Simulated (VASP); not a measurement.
**P: single point with PBEsol**

P:

```xyz
2
Lattice="-1.6661 2.4774 1.8589 1.6661 -2.4774 1.8589 1.6661 2.4774 -1.8589" Properties=species:S:1:pos:R:3 pbc="T T T"
P     0.0000    3.7162    0.1982
P     1.6661   -1.2387    1.6607
```

This cell differs from its parent crystal: strain -0.015 along x and y, +0.000 along z.

| Item | Value |
| --- | --- |
| Program | VASP 6.6.1 |
| Task | single point |
| Functional | PBEsol |
| Potentials or basis | VASP PAW PBE potentials, release 64 (P) |
| Cutoff | 520 eV |
| k mesh | 18 × 18 × 18 |
| Occupations | gaussian, width 0.15 eV |
| Spin | no spin polarisation |
| Dipole correction | no |
| Further INCAR settings | ALGO = Normal; EDIFF = 1e-07; NBANDS = 12 |

```json
{"Pressure": "2.6 GPa", "Largest force": "0.538 eV/Å", "Band gap on the k mesh": "zero (bands 5 and 6 overlap by 1.04 eV)"}
```

Forces in eV/Å, atoms in the order of the input:
```
P    0.000  0.000 -0.538
P    0.000  0.000  0.538
```

Stress tensor (GPa, compression positive):
```
4.33 0.00 0.00
0.00 2.54 0.00
0.00 0.00 0.84
```

Levels at points of the mesh, in eV from the Fermi level:
| k point | band 2 | band 3 | band 4 | band 5 | band 6 | band 7 | band 8 | band 9 |
| --- | --- | --- | --- | --- | --- | --- | --- | --- |
| (0.00, 0.00, 0.00) | -3.28 | -2.88 | -2.77 | -2.39 | 1.32 | 2.44 | 4.12 | 5.10 |
| (0.50, 0.00, 0.00) | -11.41 | -3.25 | -1.81 | -1.71 | 0.50 | 0.78 | 1.95 | 8.77 |
| (0.00, 0.50, 0.00) | -10.35 | -6.54 | -5.60 | -5.40 | 0.08 | 6.82 | 7.49 | 8.66 |
| (0.50, 0.50, 0.00) | -12.51 | -3.61 | -3.61 | -0.07 | -0.07 | 0.04 | 0.04 | 10.38 |
| (0.50, 0.50, 0.50) | -8.80 | -8.03 | -5.60 | -5.17 | -0.09 | 6.75 | 8.70 | 9.13 |

Wall time 4.5 min on 1 thread of Intel(R) Xeon(R) Platinum 8375C CPU @ 2.90GHz (Ice Lake) (shared host), peak memory 0.35 GiB.

Caveat: the cell differs from its parent crystal (strain -0.015 along x and y, +0.000 along z); the PAW data sets were made with another functional, which shifts forces and pressure a little.
